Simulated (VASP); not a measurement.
Input of a VASP 6.6.1 run:

INCAR

```
SYSTEM = Ba
ALGO = Normal
EDIFF = 1E-6
ENCUT = 520
GGA = PS
ISIF = 2
ISMEAR = 0
LASPH = .True.
LCHARG = .False.
LREAL = .False.
LWAVE = .False.
NBANDS = 11
NELM = 100
PREC = Accurate
SIGMA = 0.15
```

The input KPOINTS:

```
k-points
0
Gamma
  16 16 16
  0 0 0
```

Contents of POSCAR:

```
Ba
1.0
   -2.5000000000      2.5000000000      2.5000000000
    2.5000000000     -2.5000000000      2.5000000000
    2.5000000000      2.5000000000     -2.5000000000
Ba
1
Direct
    0.0000000000      0.0000000000      0.0000000000
```

Potentials or basis: VASP PAW PBE potentials, release 64 (Ba_sv).

Launch:

```console
$ cat potpaw_PBE.64/Ba_sv/POTCAR > POTCAR
$ mpirun -np 1 vasp_std > vasp.out
```

Task: Estimate the band gap on the k mesh.

Result: Zero (band 5 reaches 2.09 eV, above the bottom of band 6 at 1.01 eV).

Task: What does it give for the pressure?

Result: -0.5 GPa.

Caveat: the PAW data sets were made with another functional, which shifts forces and pressure a little; spin-orbit coupling is left out, which moves the levels of the heavy elements.
